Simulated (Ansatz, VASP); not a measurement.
# One calculation of SrTiO3, two programs

Contents of INCAR:

```
SYSTEM = SrTiO3
ALGO     = Normal         ! electronic algorithm
EDIFF    = 1E-8           ! SCF threshold, eV
ENCUT    = 520            ! plane-wave cutoff, eV
GGA      = PS             ! functional
ISIF     = 2              ! what is computed and relaxed
ISMEAR   = -1             ! smearing method
LASPH    = .TRUE.         ! aspherical terms in the spheres
LCHARG   = .FALSE.        ! write CHGCAR
LEFG     = .TRUE.       
LREAL    = .FALSE.        ! projectors in reciprocal space
LWAVE    = .FALSE.        ! write WAVECAR
NBANDS   = 28             ! bands
NELM     = 100            ! most SCF steps
PREC     = Accurate       ! precision mode
SIGMA    = 0.05           ! smearing width, eV
```

Contents of KPOINTS:

```
k-points
0
G
  7 7 7
  0 0 0
```

Contents of POSCAR:

```
SrTiO3
1.0
    3.9050000000     -0.0390500000     -0.0390500000
   -0.0390500000      3.9050000000     -0.0390500000
   -0.0390500000     -0.0390500000      3.9050000000
Sr Ti O
1 1 3
Direct
    0.0000000000      0.0000000000      0.0000000000
    0.5000000000      0.5000000000      0.5000000000
    0.0000000000      0.5000000000      0.5000000000
    0.5000000000      0.0000000000      0.5000000000
    0.5000000000      0.5000000000      0.0000000000
```

Input for Ansatz:

```yaml
crystal:
  lattice:
    - [3.905, -0.03905, -0.03905]
    - [-0.03905, 3.905, -0.03905]
    - [-0.03905, -0.03905, 3.905]
  atoms:
    - { symbol: Sr, position: [0.0, 0.0, 0.0] }
    - { symbol: Ti, position: [0.5, 0.5, 0.5] }
    - { symbol: O, position: [0.0, 0.5, 0.5] }
    - { symbol: O, position: [0.5, 0.0, 0.5] }
    - { symbol: O, position: [0.5, 0.5, 0.0] }
kpoints:
  mp_grid: { grid: [7, 7, 7] }
scf:
  occupations: { method: fermi_dirac, width: 0.05 }
hamiltonian:
  xc: pbesol
  pseudopotentials: { kind: all_electron, datasets: crystal }
output:
  forces: true
  stress: true
  eigenvalues: true
  efg: { contact_densities: true }
```

Change from the starting cell: equal xy, yz and zx shear strains of -2 %, crystal datasets.

Alike in both runs: task electric field gradients; functional PBEsol; k mesh 7 × 7 × 7; occupations fermi-dirac, width 0.05 eV; no spin polarisation.

|  | VASP | Ansatz |
| --- | --- | --- |
| version | VASP 6.6.1 | Ansatz 0.2.0 |
| potentials or method | VASP PAW PBE potentials, release 64 (Sr_sv, Ti_sv, O), cutoff 520 eV | all-electron PAW with datasets made for the crystal, scalar-relativistic |

```csv
,VASP,Ansatz,Ansatz less VASP
pressure (GPa),-1.2,-1.9,-0.68
"traceless stress, the component that is largest in VASP (GPa)",2.28,2.27,-0.007
size of Vzz on the site where it differs most (V/Å²),10.5,11.2,+0.73
```

VASP's potentials were made for PBE, not for PBEsol. Ansatz ran all-electron here, and VASP with PAW potentials.
